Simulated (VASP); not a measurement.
Write the native input for VASP 6.6.1 that does the following.

```
Task                   : single point
Functional             : PBEsol
Potentials or basis    : VASP PAW PBE potentials, release 64 (Te)
Cutoff                 : 520 eV
k mesh                 : 7 × 7 × 5
Occupations            : fermi-dirac, width 0.05 eV
Spin                   : no spin polarisation
Dipole correction      : no
Further INCAR settings : ALGO = Normal; EDIFF = 1e-06; NBANDS = 16
```

The structure of Te lies in POSCAR:

```
Te
1.0
    3.8202894285     -2.1482026000      0.0000000000
    3.8202894285      2.1482026000      0.0000000000
   -0.0942908673      0.0000000000      5.9760906531
Te
3
Direct
   -0.0009010000      0.0019210000      0.0052340000
    0.3110890000      0.3045200000      0.3383540000
    0.6963100000      0.6803800000      0.6625110000
```

This cell differs from its parent crystal: atoms moved at random.

The input as run:

INCAR

```
PREC = Accurate ; ENCUT = 520
EDIFF = 1E-6 ; ISMEAR = -1
SIGMA = 0.05 ; LREAL = False
LASPH = True ; NELM = 80
ALGO = Normal ; ISIF = 2
LWAVE = False ; LCHARG = True
GGA = PS ; LELF = True
LVHAR = True ; NBANDS = 16
```

KPOINTS

```
Automatic mesh
0
Gamma
  7 7 5
```

Potentials or basis: VASP PAW PBE potentials, release 64 (Te).

Launch:

```console
$ cat potpaw_PBE.64/Te/POTCAR > POTCAR
$ mpirun -np 1 vasp_std > vasp.out
```

It gave:

The pressure is -1.9 GPa, the largest force is 0.113 eV/Å and the band gap on the k mesh is zero (bands 9 and 10 overlap by 0.02 eV).

Caveat: the cell differs from its parent crystal (atoms moved at random); the PAW data sets were made with another functional, which shifts forces and pressure a little; spin-orbit coupling is left out, which moves the levels of the heavy elements.

It took 78 s on 1 thread of Intel(R) Xeon(R) 6975P-C (Granite Rapids) (shared host), peak memory 0.32 GiB.
